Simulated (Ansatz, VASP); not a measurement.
## One calculation of Nb, two programs

```
Nb
1.0
    -1.62662    1.62662    1.62662
     1.62662   -1.62662    1.62662
     1.62662    1.62662   -1.62662
Nb
1
Cartesian
  0.0000 0.0000 0.0000
```

Alike in both runs: task relaxation of cell and atoms; functional LDA; k mesh 18 × 18 × 18; occupations gaussian, width 0.1 eV; no spin polarisation.

|  | VASP | Ansatz |
| --- | --- | --- |
| version | VASP 6.6.1 | Ansatz 0.2.0 |
| potentials or method | VASP PAW LDA potentials, release 64 (Nb_sv), cutoff 600 eV | scalar-relativistic, plane waves, PAW |
| valence electrons in the cell | 13 | 13 |

```tsv
	VASP	Ansatz	Ansatz less VASP
gap on the k mesh at the Fermi level, each at its own relaxed structure (eV)	none	none	-
relaxed volume (Å³/atom)	17.12	17.13	+0.008
relaxed cell length with the largest relative difference (Å)	2.812	2.813	+0.0005
```

LDA's correlation is that of Perdew and Zunger in VASP and of Perdew and Wang (1992) in Ansatz. A gap of «none» marks a metal or a gap that the smearing closes.
